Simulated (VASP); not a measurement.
# Cu (Fm-3m) in VASP: a series of runs

Cu is run at these levels: r2SCAN; tasks: single point.

Program: VASP 6.6.1. These are calculated values, not measurements. Logs are shortened: lines on timing, memory, paths and dates and some standing lists are left out, and cuts for length are marked.

## 1. The cell of the first run

Symmetry: Fm-3m, No. 225, cubic system. The conventional cell has a = 3.612 Å, b = 3.612 Å, c = 3.612 Å, α = 90.00°, β = 90.00°, γ = 90.00°. Cu (site symmetry m-3m) has 12 Cu at 2.55 Å within 3.4 Å.

## 2. Single point, r2SCAN (11.78 Å³/atom)

POSCAR

```
Cu
1.0
    0.0000000000      1.8061483946      1.8061483946
    1.8061483946      0.0000000000      1.8061483946
    1.8061483946      1.8061483946      0.0000000000
Cu
1
Direct
    0.0000000000      0.0000000000      0.0000000000
```

INCAR.step1

```
SYSTEM = Cu
ALGO     = Normal         ! electronic algorithm
EDIFF    = 1E-4           ! SCF threshold, eV
ENCUT    = 520            ! plane-wave cutoff, eV
GGA      = PE             ! functional
ISMEAR   = 0              ! smearing method
LASPH    = .TRUE.         ! aspherical terms in the spheres
LCHARG   = .FALSE.        ! write CHGCAR
LREAL    = .FALSE.        ! projectors in reciprocal space
LWAVE    = .TRUE.         ! write WAVECAR
NBANDS   = 12             ! bands
NELM     = 80             ! most SCF steps
PREC     = Accurate       ! precision mode
SIGMA    = 0.1            ! smearing width, eV
```

INCAR.step2

```
SYSTEM = Cu
ALGO     = Normal         ! electronic algorithm
EDIFF    = 1E-7           ! SCF threshold, eV
ENCUT    = 520            ! plane-wave cutoff, eV
ISIF     = 2              ! what is computed and relaxed
ISMEAR   = 0              ! smearing method
ISTART   = 1            
LASPH    = .TRUE.         ! aspherical terms in the spheres
LCHARG   = .FALSE.        ! write CHGCAR
LMIXTAU  = .TRUE.       
LREAL    = .FALSE.        ! projectors in reciprocal space
LWAVE    = .FALSE.        ! write WAVECAR
METAGGA  = R2SCAN         ! meta-GGA
NBANDS   = 12             ! bands
NELM     = 80             ! most SCF steps
PREC     = Accurate       ! precision mode
SIGMA    = 0.1            ! smearing width, eV
```

KPOINTS

```
k-points
0
G
  20 20 20
  0 0 0
```

Potentials or basis: VASP PAW PBE potentials, release 64 (Cu).

Command:

```sh
cat potpaw_PBE.64/Cu/POTCAR > POTCAR
cp INCAR.step1 INCAR
mpirun -np 1 vasp_std > vasp.out
cp INCAR.step2 INCAR
mpirun -np 1 vasp_std > vasp.out
```

OUTCAR:

```text
SYSTEM = Cu
   EDIFF = 1E-7
   ENCUT = 520
   ISIF = 2
   ISMEAR = 0
   ISTART = 1
   LASPH = .TRUE.
   LREAL = .FALSE.
   METAGGA = R2SCAN
   NELM = 80
   PREC = Accurate

 ion  position               nearest neighbor table
   1  0.000  0.000  0.000-

  LATTYP: Found a face centered cubic cell.
 ALAT       =     3.6122967892

  Lattice vectors:

 A1 = (   0.0000000000,   1.8061483946,   1.8061483946)
 A2 = (   1.8061483946,   0.0000000000,   1.8061483946)
 A3 = (   1.8061483946,   1.8061483946,   0.0000000000)

Analysis of symmetry for initial positions (statically):
=====================================================================
 Subroutine PRICEL returns:
 Original cell was already a primitive cell.

 Routine SETGRP: Setting up the symmetry group for a
 face centered cubic supercell.

 Subroutine GETGRP returns: Found 48 space group operations
 (whereof 48 operations were pure point group operations)
 out of a pool of 48 trial point group operations.

The static configuration has the point symmetry O_h .

Analysis of symmetry for dynamics (positions and initial velocities):
=====================================================================
 Subroutine PRICEL returns:
 Original cell was already a primitive cell.

 Routine SETGRP: Setting up the symmetry group for a
 face centered cubic supercell.

 Subroutine GETGRP returns: Found 48 space group operations
 (whereof 48 operations were pure point group operations)
 out of a pool of 48 trial point group operations.

The dynamic configuration has the point symmetry O_h .

 Subroutine INISYM returns: Found 48 space group operations
 (whereof 48 operations are pure point group operations),
 and found     1 'primitive' translations

----------------------------------------------------------------------------------------

                                     Primitive cell

  volume of cell :      11.7839

  direct lattice vectors                    reciprocal lattice vectors
     0.000000000  1.806148395  1.806148395    -0.276832181  0.276832181  0.276832181
     1.806148395  0.000000000  1.806148395     0.276832181 -0.276832181  0.276832181
     1.806148395  1.806148395  0.000000000     0.276832181  0.276832181 -0.276832181

  length of vectors
     2.554279555  2.554279555  2.554279555     0.479487403  0.479487403  0.479487403

  position of ions in fractional coordinates (direct lattice)
     0.000000000  0.000000000  0.000000000

  ion indices of the primitive-cell ions
   primitive index   ion index
                 1           1

----------------------------------------------------------------------------------------

 KPOINTS: k-points

Automatic generation of k-mesh.
 Grid dimensions read from file:
 generate k-points for:   20   20   20

 Generating k-lattice:

  Cartesian coordinates                     Fractional coordinates (reciprocal lattice)
    -0.013841609  0.013841609  0.013841609     0.050000000  0.000000000  0.000000000
     0.013841609 -0.013841609  0.013841609     0.000000000  0.050000000  0.000000000
     0.013841609  0.013841609 -0.013841609     0.000000000  0.000000000  0.050000000

  Length of vectors
     0.023974370  0.023974370  0.023974370

  Shift w.r.t. Gamma in fractional coordinates (k-lattice)
     0.000000000  0.000000000  0.000000000

 Subroutine IBZKPT returns following result:
 ===========================================

 Found    256 irreducible k-points:

 Following reciprocal coordinates:
            Coordinates               Weight
  0.000000  0.000000  0.000000      1.000000
  0.050000  0.000000  0.000000      8.000000
  0.100000  0.000000  0.000000      8.000000
  0.150000  0.000000  0.000000      8.000000
  0.200000  0.000000  0.000000      8.000000
  0.250000  0.000000  0.000000      8.000000
[... 16 lines left out ...]
 -0.400000  0.050000  0.000000     24.000000
 -0.350000  0.050000  0.000000     24.000000
 [... further k-points ...]
   k-points           NKPTS =    256   k-points in BZ     NKDIM =    256   number of bands    NBANDS=     12
   number of dos      NEDOS =    301   number of ions     NIONS =      1
   total plane-waves  NPLWV =   8000
   dimension x,y,z NGX =    20 NGY =   20 NGZ =   20
   dimension x,y,z NGXF=    40 NGYF=   40 NGZF=   40
   ions per type =               1
   NGX,Y,Z   is equivalent  to a cutoff of  13.02, 13.02, 13.02 a.u.
   NGXF,Y,Z  is equivalent  to a cutoff of  26.03, 26.03, 26.03 a.u.
 SYSTEM =  Cu
   PREC   = accura    normal or accurate (medium, high low for compatibility)
   ISTART =      1    job   : 0-new  1-cont  2-samecut
   ICHARG =      0    charge: 1-file 2-atom 10-const
   ISPIN  =      1    spin polarized calculation?
   LNONCOLLINEAR =      F non collinear calculations
   LSORBIT =      F    spin-orbit coupling
   LASPH  =      T    aspherical Exc in radial PAW
   ENCUT  =  520.0 eV  38.22 Ry    6.18 a.u.   4.75  4.75  4.75*2*pi/ulx,y,z
   NELM   =     80;   NELMIN=  2; NELMDL=  0     # of ELM steps
   EDIFF  = 0.1E-06   stopping-criterion for ELM
   LREAL  =      F    real-space projection
   EDIFFG = 0.1E-05   stopping-criterion for IOM
   NSW    =      0    number of steps for IOM
   IBRION =     -1    ionic relax: 0-MD 1-quasi-New 2-CG
   NFREE  =      0    steps in history (QN), initial steepest desc. (CG)
   ISIF   =      2    stress and relaxation
   ISYM   =      2    0-nonsym 1-usesym 2-fastsym
   POTIM  = 0.5000    time-step for ionic-motion
   TEBEG  =    0.0;   TEEND  =   0.0 temperature during run
   PSTRESS=    0.0 pullay stress
   NELECT =      11.0000    total number of electrons
   NUPDOWN=      -1.0000    fix difference up-down
   EMIN   =  10.00;   EMAX   =-10.00  energy-range for DOS
   EFERMI =   0.00;   METHOD = LEGACY
   ISMEAR =     0;   SIGMA  =   0.10  broadening in eV -4-tet -1-fermi 0-gaus
   EFERMI_NEDOS =   21; number of points for ismear=-14 and -15
   IALGO  =     38    algorithm
   IMIX   =      4    mixing-type and parameters
     AMIX     =   0.40;   BMIX     =  1.00
     AMIX_MAG =   1.60;   BMIX_MAG =  1.00
  volume/ion in A,a.u.               =      11.78        79.52
  Fermi-wavevector in a.u.,A,eV,Ry     =   1.599959  3.023485 34.829147  2.559870
  Thomas-Fermi vector in A             =   2.697170
   LORBIT       =      0    0 simple, 1 ext, 2 COOP (PROOUT), +10 PAW based schemes
   METAGGA = R2SCAN    functional components
   LHFCALC =     F    Hartree Fock is set to
   AEXX    =    0.0000 exact exchange contribution
   IVDW    =     0    specifies the selected vdW correction
   LEPSILON=     F    determine dielectric tensor
   LRPA    =     F    only Hartree local field effects (RPA)
 non-spin polarized calculation
 Gauss-broadening in eV      SIGMA  =   0.10
  energy-cutoff  :      520.00
  volume of cell :       11.78
 maximum number of plane-waves:       332
   NGX =  9   NGY =  9   NGZ =  9

 number of electron      11.0000002 magnetization

 Free energy of the ion-electron system (eV)
  ---------------------------------------------------
  ext. energy  EPLUGINS =         0.00000000
  ---------------------------------------------------
  free energy    TOTEN  =       -10.82484832 eV

  energy without entropy =      -10.82364275  energy(sigma->0) =      -10.82424554

 E-fermi :   7.3927     XC(G=0): -13.7590

 val. band max:        7.3783809592   @ k =   0.5000   0.2500   0.1000
 cond. band min:       7.4530615135   @ k =   0.5000   0.3500   0.1500
 fundamental gap:      0.0746805543
 Fermi energy:         7.3926851452

 k-point     1 :       0.0000    0.0000    0.0000
  band No.  band energies     occupation
      1      -2.2599      2.00000
      2       4.2843      2.00000
      3       4.2844      2.00000
      4       4.2844      2.00000
      5       5.1021      2.00000
      6       5.1021      2.00000
      7      30.8261      0.00000
      8      33.8760      0.00000
      9      33.8760      0.00000
     10      33.8763      0.00000
     11      36.2627      0.00000
     12      36.2627      0.00000

 k-point     2 :       0.0500    0.0000    0.0000
  band No.  band energies     occupation
      1      -2.1650      2.00000
      2       4.2640      2.00000
      3       4.3021      2.00000
      4       4.3022      2.00000
      5       5.0950      2.00000
      6       5.0950      2.00000
      7      30.3372      0.00000
      8      32.5281      0.00000
      9      33.5335      0.00000
     10      33.5338      0.00000
     11      36.7395      0.00000
     12      36.7395      0.00000

 k-point     3 :       0.1000    0.0000    0.0000
  band No.  band energies     occupation
      1      -1.8828      2.00000
      2       4.2076      2.00000
      3       4.3497      2.00000
      4       4.3498      2.00000
      5       5.0790      2.00000
      6       5.0791      2.00000
      7      28.3270      0.00000
      8      31.7329      0.00000
      9      32.8932      0.00000
     10      32.8934      0.00000
     11      37.7489      0.00000
     12      37.7490      0.00000

 k-point     4 :       0.1500    0.0000    0.0000
  band No.  band energies     occupation
      1      -1.4217      2.00000
      2       4.1290      2.00000
      3       4.4077      2.00000
      4       4.4079      2.00000
      5       5.0723      2.00000
      6       5.0724      2.00000
      7      25.6841      0.00000
      8      31.4485      0.00000
      9      32.2667      0.00000
     10      32.2669      0.00000
     11      38.2858      0.00000
     12      38.7065      0.00000

 k-point     5 :       0.2000    0.0000    0.0000
  band No.  band energies     occupation
      1      -0.7993      2.00000
      2       4.0526      2.00000
      3       4.4445      2.00000
      4       4.4447      2.00000
      5       5.1038      2.00000
      6       5.1040      2.00000
      7      23.0112      0.00000
      8      31.1508      0.00000
      9      31.7319      0.00000
     10      31.7321      0.00000
     11      38.2651      0.00000
     12      38.3418      0.00000
[... 228 lines left out ...]
      1       2.2253      2.00000
      2       4.2049      2.00000
      3       4.2691      2.00000
      4       5.3418      2.00000
      5       5.6940      2.00000
      6       6.7431      2.00000
      7      11.5161      0.00000
      8      28.5816      0.00000
      9      29.7815      0.00000
     10      29.9712      0.00000
     11      34.4381      0.00000
     12      34.6495      0.00000

 k-point    22 :      -0.4500    0.0500    0.0000
  band No.  band energies     occupation
      1       2.2083      2.00000
      2       4.2133      2.00000
      3       4.2694      2.00000
      4       5.3244      2.00000
      5       5.6567      2.00000
      6       6.6138      2.00000
      7      11.7582      0.00000
      8      28.3196      0.00000
      9      29.9516      0.00000
     10      30.3026      0.00000
     11      34.0384      0.00000
     12      34.9092      0.00000

 k-point    23 :      -0.4000    0.0500    0.0000
  band No.  band energies     occupation
      1       2.0656      2.00000
      2       4.2468      2.00000
      3       4.2942      2.00000
      4       5.0211      2.00000
      5       5.5661      2.00000
      6       6.0613      2.00000
      7      13.1389      0.00000
      8      28.1401      0.00000
      9      30.1713      0.00000
     10      30.9762      0.00000
     11      33.8470      0.00000
     12      35.2954      0.00000

 k-point    24 :      -0.3500    0.0500    0.0000
  band No.  band energies     occupation
      1       1.7062      2.00000
      2       4.2996      2.00000
      3       4.3399      2.00000
      4       4.4836      2.00000
      5       5.4344      2.00000
      6       5.7279      2.00000
      7      15.0584      0.00000
      8      28.0860      0.00000
      9      30.5708      0.00000
     10      31.7265      0.00000
     11      33.9282      0.00000
     12      35.7599      0.00000

 [... further k-points ...]

------------------------ aborting loop because EDIFF is reached ----------------------------------------

  FORCE on cell =-STRESS in cart. coord.  units (eV):
  Direction    XX          YY          ZZ          XY          YZ          ZX
  --------------------------------------------------------------------------------------
  -------------------------------------------------------------------------------------
  Total       -0.2864790     -0.2864790     -0.2864790      0.0000000      0.0000000      0.0000000
  in kB      -38.9505028    -38.9505028    -38.9505028      0.0000000      0.0000000      0.0000000
  external PRESSURE =     -38.9505028 kB  Pullay stress =       0.0000000 kB

 VOLUME and BASIS-vectors are now :
 -----------------------------------------------------------------------------
  energy-cutoff  :      520.00
  volume of cell :       11.78
      direct lattice vectors                 reciprocal lattice vectors
     0.000000000  1.806148395  1.806148395    -0.276832181  0.276832181  0.276832181
     1.806148395  0.000000000  1.806148395     0.276832181 -0.276832181  0.276832181
     1.806148395  1.806148395  0.000000000     0.276832181  0.276832181 -0.276832181

 POSITION                                       TOTAL-FORCE (eV/Angst)
 -----------------------------------------------------------------------------------
      0.00000      0.00000      0.00000        -0.000000     -0.000000     -0.000000
 -----------------------------------------------------------------------------------
    total drift:                                0.000000      0.000000      0.000000

  FREE ENERGIE OF THE ION-ELECTRON SYSTEM (eV)
  ---------------------------------------------------
  free  energy   TOTEN  =       -10.8248483178 eV

  energy  without entropy=      -10.8236427537  energy(sigma->0) =      -10.82424554
```

Run time: 2.9 min. Hardware: 1 thread of Intel Xeon 8259CL, shared host; peak memory 0.15 GiB.

Results:

```
Free energy            : -10.8248 eV
Pressure               : -3.9 GPa
Band gap on the k mesh : zero (an odd number of electrons rules out a gap without spin polarisation)
```

Caveat: the cell stands under tension; the PAW data sets were made with another functional, which shifts forces and pressure a little.

## 3. Single point, r2SCAN (12.13 Å³/atom)

This run uses another cell than the first one, of 12.13 Å³/atom.

POSCAR

```
Cu
1.0
    0.0000000000      1.8235162715      1.8235162715
    1.8235162715      0.0000000000      1.8235162715
    1.8235162715      1.8235162715      0.0000000000
Cu
1
Direct
    0.0000000000      0.0000000000      0.0000000000
```

INCAR.step1

```
SYSTEM = Cu
ALGO = Normal
EDIFF = 1E-4
ENCUT = 520
GGA = PE
ISMEAR = 0
LASPH = .True.
LCHARG = .False.
LREAL = .False.
LWAVE = .True.
NBANDS = 12
NELM = 80
PREC = Accurate
SIGMA = 0.1
```

INCAR.step2

```
SYSTEM = Cu
ALGO = Normal
EDIFF = 1E-6
ENCUT = 520
ISIF = 2
ISMEAR = 0
ISTART = 1
LASPH = .True.
LCHARG = .False.
LMIXTAU = .True.
LREAL = .False.
LWAVE = .False.
METAGGA = R2SCAN
NBANDS = 12
NELM = 80
PREC = Accurate
SIGMA = 0.1
```

KPOINTS

```
k-points
0
Gamma
  20 20 20
  0 0 0
```

Potentials or basis: VASP PAW PBE potentials, release 64 (Cu).

Command:

```sh
cat potpaw_PBE.64/Cu/POTCAR > POTCAR
cp INCAR.step1 INCAR
mpirun -np 1 vasp_std > vasp.out
cp INCAR.step2 INCAR
mpirun -np 1 vasp_std > vasp.out
```

Run time: 2.7 min. Hardware: 1 thread of Intel Xeon 8259CL, shared host; peak memory 0.16 GiB.

Results (log left out):

```yaml
Free_energy: -10.8128 eV
Pressure: -7.6 GPa
Band_gap_on_the_k_mesh: zero (an odd number of electrons rules out a gap without spin polarisation)
```

Levels at points of the mesh, in eV from the Fermi level:
| k point | band 2 | band 3 | band 4 | band 5 | band 6 | band 7 | band 8 | band 9 | band 10 | band 11 |
| --- | --- | --- | --- | --- | --- | --- | --- | --- | --- | --- |
| (0.00, 0.00, 0.00) | -3.02 | -3.02 | -3.02 | -2.24 | -2.24 | 23.19 | 26.01 | 26.01 | 26.02 | 28.38 |
| (0.50, 0.00, 0.00) | -3.06 | -3.06 | -1.67 | -1.67 | -0.93 | 3.87 | 21.72 | 22.75 | 22.75 | 25.70 |
| (0.50, 0.50, 0.00) | -4.41 | -1.71 | -1.53 | -1.53 | 1.64 | 7.28 | 13.58 | 13.58 | 17.87 | 20.73 |

Caveat: the cell stands under tension; the PAW data sets were made with another functional, which shifts forces and pressure a little.
